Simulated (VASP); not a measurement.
# KF (P6_3/mmc) in VASP: settings compared

The runs below take KF through single point, with PBE, r2SCAN.

All numbers are computed with VASP 6.6.1; they aren't measurements. Logs are shortened: lines on timing, memory, paths and dates and some standing lists are left out, and cuts for length are marked.

## (1) The cell of the first run

Symmetry: P6_3/mmc, No. 194, hexagonal system. The conventional cell has a = 4.485 Å, b = 4.485 Å, c = 5.272 Å, α = 90.00°, β = 90.00°, γ = 120.00°. Within 3.4 Å of K (site symmetry -6m2) lie 5 F at 2.59 to 2.64 Å. Within 3.4 Å of F (site symmetry -6m2) lie 5 K at 2.59 to 2.64 Å.

## (2) Single point, PBE

File INCAR:

```
SYSTEM = KF
  PREC = Accurate
  ENCUT = 520
  EDIFF = 1E-6
  ISMEAR = -1
  SIGMA = 0.02
  LREAL = .FALSE.
  LASPH = .TRUE.
  NELM = 100
  ALGO = Normal
  ISIF = 2
  LWAVE = .FALSE.
  LCHARG = .FALSE.
  GGA = PE
  NBANDS = 24
```

File KPOINTS:

```
Automatic mesh
0
G
  6 6 6
  0 0 0
```

File POSCAR:

```
KF
1.0
    4.4847157551      0.0000000000      0.0000000000
   -2.2423578776      3.8838777727      0.0000000000
    0.0000000000      0.0000000000      5.2716950010
K F
2 2
Direct
    0.3333333333      0.6666666667      0.2500000000
    0.6666666667      0.3333333333      0.7500000000
    0.6666666667      0.3333333333      0.2500000000
    0.3333333333      0.6666666667      0.7500000000
```

Potentials or basis: VASP PAW PBE potentials, release 64 (K_sv, F).

Command:

```
> cat potpaw_PBE.64/K_sv/POTCAR potpaw_PBE.64/F/POTCAR > POTCAR
> mpirun -np 1 vasp_std > vasp.out
```

OUTCAR:

```text
SYSTEM = KF
   PREC = Accurate
   ENCUT = 520
   EDIFF = 1E-6
   ISMEAR = -1
   LREAL = .FALSE.
   LASPH = .TRUE.
   NELM = 100
   ISIF = 2
   GGA = PE

 ion  position               nearest neighbor table
   1  0.333  0.667  0.250-   3 2.59   3 2.59   3 2.59   4 2.64   4 2.64   2 3.69   2 3.69   2 3.69
                             2 3.69   2 3.69   2 3.69
   2  0.667  0.333  0.750-   4 2.59   4 2.59   4 2.59   3 2.64   3 2.64   1 3.69   1 3.69   1 3.69
                             1 3.69   1 3.69   1 3.69
   3  0.667  0.333  0.250-   1 2.59   1 2.59   1 2.59   2 2.64   2 2.64
   4  0.333  0.667  0.750-   2 2.59   2 2.59   2 2.59   1 2.64   1 2.64

  LATTYP: Found a hexagonal cell.
 ALAT       =     4.4847157551
 C/A-ratio  =     1.1754802955

  Lattice vectors:

 A1 = (   4.4847157551,   0.0000000000,   0.0000000000)
 A2 = (  -2.2423578776,   3.8838777727,   0.0000000000)
 A3 = (   0.0000000000,   0.0000000000,   5.2716950010)

Analysis of symmetry for initial positions (statically):
=====================================================================
 Subroutine PRICEL returns:
 Original cell was already a primitive cell.

 Routine SETGRP: Setting up the symmetry group for a
 hexagonal supercell.

 Subroutine GETGRP returns: Found 24 space group operations
 (whereof 12 operations were pure point group operations)
 out of a pool of 24 trial point group operations.

The static configuration has the point symmetry D_3d.
 The point group associated with its full space group is D_6h.

Analysis of symmetry for dynamics (positions and initial velocities):
=====================================================================
 Subroutine PRICEL returns:
 Original cell was already a primitive cell.

 Routine SETGRP: Setting up the symmetry group for a
 hexagonal supercell.

 Subroutine GETGRP returns: Found 24 space group operations
 (whereof 12 operations were pure point group operations)
 out of a pool of 24 trial point group operations.

The dynamic configuration has the point symmetry D_3d.
 The point group associated with its full space group is D_6h.

 Subroutine INISYM returns: Found 24 space group operations
 (whereof 12 operations are pure point group operations),
 and found     1 'primitive' translations

----------------------------------------------------------------------------------------

                                     Primitive cell

  volume of cell :      91.8228
[... 92 lines left out ...]
   NELM   =    100;   NELMIN=  2; NELMDL= -5     # of ELM steps
   EDIFF  = 0.1E-05   stopping-criterion for ELM
   LREAL  =      F    real-space projection
   EDIFFG = 0.1E-04   stopping-criterion for IOM
   NSW    =      0    number of steps for IOM
   IBRION =     -1    ionic relax: 0-MD 1-quasi-New 2-CG
   NFREE  =      0    steps in history (QN), initial steepest desc. (CG)
   ISIF   =      2    stress and relaxation
   ISYM   =      2    0-nonsym 1-usesym 2-fastsym
   POTIM  = 0.5000    time-step for ionic-motion
   TEBEG  =    0.0;   TEEND  =   0.0 temperature during run
   PSTRESS=    0.0 pullay stress
   NELECT =      32.0000    total number of electrons
   NUPDOWN=      -1.0000    fix difference up-down
   EMIN   =  10.00;   EMAX   =-10.00  energy-range for DOS
   EFERMI =   0.00;   METHOD = LEGACY
   ISMEAR =    -1;   SIGMA  =   0.02  broadening in eV -4-tet -1-fermi 0-gaus
   EFERMI_NEDOS =   21; number of points for ismear=-14 and -15
   IALGO  =     38    algorithm
   IMIX   =      4    mixing-type and parameters
     AMIX     =   0.40;   BMIX     =  1.00
     AMIX_MAG =   1.60;   BMIX_MAG =  1.00
  volume/ion in A,a.u.               =      22.96       154.91
  Fermi-wavevector in a.u.,A,eV,Ry     =   1.152059  2.177075 18.058183  1.327239
  Thomas-Fermi vector in A             =   2.288712
   LORBIT       =      0    0 simple, 1 ext, 2 COOP (PROOUT), +10 PAW based schemes
   GGA     = PE    functional components
   LHFCALC =     F    Hartree Fock is set to
   AEXX    =    0.0000 exact exchange contribution
   IVDW    =     0    specifies the selected vdW correction
   LEPSILON=     F    determine dielectric tensor
   LRPA    =     F    only Hartree local field effects (RPA)
 non-spin polarized calculation
  energy-cutoff  :      520.00
  volume of cell :       91.82
 maximum number of plane-waves:      2494
 NGX is ok and might be reduce to    36
   NGX = 17   NGY = 17   NGZ = 19

 number of electron      32.0000011 magnetization

 Free energy of the ion-electron system (eV)
  ---------------------------------------------------
  ext. energy  EPLUGINS =         0.00000000
  ---------------------------------------------------
  free energy    TOTEN  =       -16.43440301 eV

  energy without entropy =      -16.43440301  energy(sigma->0) =      -16.43440301

 E-fermi :  -2.8632     XC(G=0):  -7.4144

 val. band max:       -3.3265184292   @ k =   0.0000   0.0000   0.0000
 cond. band min:       2.0405731748   @ k =   0.0000   0.0000   0.0000
 fundamental gap:      5.3670916040
 Fermi energy:        -2.8631755825

 k-point     1 :       0.0000    0.0000    0.0000
  band No.  band energies     occupation
      1     -29.5178      2.00000
      2     -29.4038      2.00000
      3     -22.0154      2.00000
      4     -21.9926      2.00000
      5     -13.2903      2.00000
      6     -13.0709      2.00000
[... 637 lines left out ...]
     23       8.3448      0.00000
     24       8.3448      0.00000

 [... further k-points ...]

------------------------ aborting loop because EDIFF is reached ----------------------------------------

  FORCE on cell =-STRESS in cart. coord.  units (eV):
  Direction    XX          YY          ZZ          XY          YZ          ZX
  --------------------------------------------------------------------------------------
  -------------------------------------------------------------------------------------
  Total        0.6371865      0.6371865      0.9016299     -0.0000000      0.0000000      0.0000000
  in kB       11.1179927     11.1179927     15.7321527     -0.0000000      0.0000000      0.0000000
  external PRESSURE =      12.6560460 kB  Pullay stress =       0.0000000 kB

 VOLUME and BASIS-vectors are now :
 -----------------------------------------------------------------------------
  energy-cutoff  :      520.00
  volume of cell :       91.82
      direct lattice vectors                 reciprocal lattice vectors
     4.484715755  0.000000000  0.000000000     0.222979572  0.128737316  0.000000000
    -2.242357878  3.883877773  0.000000000     0.000000000  0.257474632  0.000000000
     0.000000000  0.000000000  5.271695001     0.000000000  0.000000000  0.189692310

 POSITION                                       TOTAL-FORCE (eV/Angst)
 -----------------------------------------------------------------------------------
     -0.00000      2.58925      1.31792         0.000000      0.000000      0.000000
      2.24236      1.29463      3.95377        -0.000000      0.000000      0.000000
      2.24236      1.29463      1.31792         0.000000     -0.000000      0.000000
     -0.00000      2.58925      3.95377        -0.000000      0.000000      0.000000
 -----------------------------------------------------------------------------------
    total drift:                                0.000000     -0.000000      0.000000

  FREE ENERGIE OF THE ION-ELECTRON SYSTEM (eV)
  ---------------------------------------------------
  free  energy   TOTEN  =       -16.4344030105 eV

  energy  without entropy=      -16.4344030105  energy(sigma->0) =      -16.43440301
```

OSZICAR:

```text
N       E                     dE             d eps       ncg     rms          rms(c)
DAV:   1     0.261153819960E+03    0.26115E+03   -0.16081E+04  1344   0.124E+03
DAV:   2    -0.187544833646E+01   -0.26303E+03   -0.24691E+03  1728   0.358E+02
DAV:   3    -0.181547684309E+02   -0.16279E+02   -0.16183E+02  1912   0.797E+01
DAV:   4    -0.194267123641E+02   -0.12719E+01   -0.12711E+01  2192   0.133E+01
DAV:   5    -0.194346090925E+02   -0.78967E-02   -0.78966E-02  1784   0.125E+00    0.942E+00
DAV:   6    -0.165157256555E+02    0.29189E+01   -0.10175E+01  1592   0.194E+01    0.540E+00
DAV:   7    -0.164412195364E+02    0.74506E-01   -0.49352E-01  1808   0.373E+00    0.351E+00
DAV:   8    -0.164236366698E+02    0.17583E-01   -0.18217E-01  1592   0.340E+00    0.620E-01
DAV:   9    -0.164272882989E+02   -0.36516E-02   -0.34271E-02  1600   0.994E-01    0.208E-01
DAV:  10    -0.164344963397E+02   -0.72080E-02   -0.80025E-03  1400   0.580E-01    0.135E-01
DAV:  11    -0.164344187589E+02    0.77581E-04   -0.33706E-04  1792   0.120E-01    0.809E-02
DAV:  12    -0.164343985240E+02    0.20235E-04   -0.46933E-04  1432   0.128E-01    0.141E-02
DAV:  13    -0.164344028337E+02   -0.43097E-05   -0.53155E-05  2080   0.321E-02    0.929E-03
DAV:  14    -0.164344030105E+02   -0.17682E-06   -0.21155E-06  1280   0.103E-02
   1 F= -.16434403E+02 E0= -.16434403E+02  d E =-.207558E-11
```

stdout:

```text
POSCAR found type information on POSCAR K F
 POSCAR found :  2 types and       4 ions
 scaLAPACK will be used
 LDA part: xc-table for (Slater+PW92), standard interpolation
 POSCAR, INCAR and KPOINTS ok, starting setup
 FFT: planning ... GRIDC
 FFT: planning ... GRID_SOFT
 FFT: planning ... GRID
 WAVECAR not read
 entering main loop
```

It took 59 s on 1 thread of AMD EPYC 7R43 (Zen 3), shared host; peak memory 0.2 GiB.

What came out:

| Property | Result |
| --- | --- |
| Free energy | -16.4344 eV |
| Pressure | 1.3 GPa |
| Band gap on the k mesh | 5.37 eV, direct |

Stress tensor (GPa, compression positive):
```
1.11 0.00 0.00
0.00 1.11 0.00
0.00 0.00 1.57
```

## (3) Single point, r2SCAN

POSCAR is that of step 2.

File INCAR.step1:

```
ALGO = Normal
EDIFF = 1E-4
ENCUT = 520
GGA = PE
ISMEAR = 0
LASPH = T
LCHARG = F
LREAL = F
LWAVE = T
NBANDS = 24
NELM = 100
PREC = Accurate
SIGMA = 0.01
```

File INCAR.step2:

```
ALGO = Normal
EDIFF = 1E-6
ENCUT = 520
ISIF = 2
ISMEAR = 0
ISTART = 1
LASPH = T
LCHARG = T
LELF = T
LMIXTAU = T
LREAL = F
LVHAR = T
LWAVE = F
METAGGA = R2SCAN
NBANDS = 24
NELM = 100
PREC = Accurate
SIGMA = 0.01
```

File KPOINTS:

```
k-points
0
Gamma
  6 6 6
```

Potentials or basis: VASP PAW PBE potentials, release 64 (K_sv, F).

Command:

```
> cat potpaw_PBE.64/K_sv/POTCAR potpaw_PBE.64/F/POTCAR > POTCAR
> cp INCAR.step1 INCAR
> mpirun -np 1 vasp_std > vasp.out
> cp INCAR.step2 INCAR
> mpirun -np 1 vasp_std > vasp.out
```

Run time: 4.2 min. Hardware: 1 thread of AMD EPYC 7R43 (Zen 3), shared host; peak memory 0.2 GiB.

Results (log left out):

| Item | Value |
| --- | --- |
| Free energy | -29.7009 eV |
| Pressure | 0.0 GPa |
| Band gap on the k mesh | 5.95 eV, direct |

Levels at points of the mesh, in eV from the valence-band top:
```csv
k point,band 13,band 14,band 15,band 16,band 17,band 18,band 19,band 20
"(0.00, 0.00, 0.00)",-0.30,-0.30,-0.15,0.00,5.95,10.73,11.27,11.27
"(0.50, 0.00, 0.00)",-0.18,-0.12,-0.11,-0.08,7.78,9.45,9.99,10.32
"(0.00, 0.00, 0.50)",-0.33,-0.33,-0.33,-0.33,7.58,7.58,11.73,11.73
"(0.50, 0.00, 0.50)",-0.30,-0.30,-0.17,-0.17,8.52,8.52,11.56,11.56
```

Caveat: the PAW data sets were made with another functional, which shifts forces and pressure a little. A k mesh can miss the band edges.
